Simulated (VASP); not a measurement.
**NaF: vibrations by perturbation theory with PBEsol**

Crystal: NaF.

```
CELL_PARAMETERS angstrom
2.31510 2.31510 0.00000
-2.31510 2.31510 0.00000
0.00000 2.31510 2.31510
ATOMIC_POSITIONS crystal
Na 0.00000 0.00000 0.00000
F 0.50000 0.50000 0.00000
```

```json
{
 "Program": "VASP 6.6.1",
 "Task": "vibrations by perturbation theory",
 "Functional": "PBEsol",
 "Potentials or basis": "VASP PAW PBE potentials, release 64 (Na_pv, F)",
 "Cutoff": "520 eV",
 "k mesh": "8 × 8 × 8",
 "Occupations": "gaussian, width 0.01 eV",
 "Spin": "no spin polarisation",
 "Dipole correction": "no",
 "Further INCAR settings": "ALGO = Normal; EDIFF = 1e-08; IBRION = 8; NSW = 1"
}
```

* Highest phonon frequency at Γ, LO-TO splitting left out: 241 cm⁻¹

Phonon frequencies in cm⁻¹ (negative: imaginary):
| q point | frequencies |
| --- | --- |
| (0.000, 0.000, 0.000) | -1 -1 -1 241 241 241 |

Wall time 23 s on 1 thread of Intel(R) Xeon(R) 6975P-C (Granite Rapids), on a shared host, peak memory 0.17 GiB.
